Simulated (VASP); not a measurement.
Runs of VASP 6.6.1 on TlBr. The structure is that of space group Pm-3m (No. 221), or close to it. The cells are those of the table. 

```csv
task,level,cell,k mesh,cutoff (eV),k mesh for the DOS,occupations for the DOS,gap on the mesh (eV),pressure (GPa)
relaxation of cell and atoms,PBE,"relaxed from a = 3.978 Å, 2 atoms",5 × 5 × 5,500,-,-,2.64,0.0
single point,PBE,"a = 4.052 Å, 2 atoms",5 × 5 × 5,500,-,-,2.64,0.0
single point,PBE+D3(BJ),"a = 3.991 Å, 2 atoms",5 × 5 × 5,500,-,-,2.63,-0.1
single point,PBE+D3(BJ),"a = 3.978 Å, 2 atoms",5 × 5 × 5,500,-,-,(a),0.0
```

Alike in all rows: potentials or basis VASP PAW PBE potentials, release 64 (Tl_d, Br); no spin polarisation; smearing fermi-dirac 0.1 eV.

Problem. Estimate the missing entries.

Solution. (a) 2.62.

Caveats: spin-orbit coupling is left out, which moves the levels of the heavy elements; three body term missing (some runs).

A k mesh can miss the band edges, and the runs leave out spin-orbit coupling on Br, Tl.
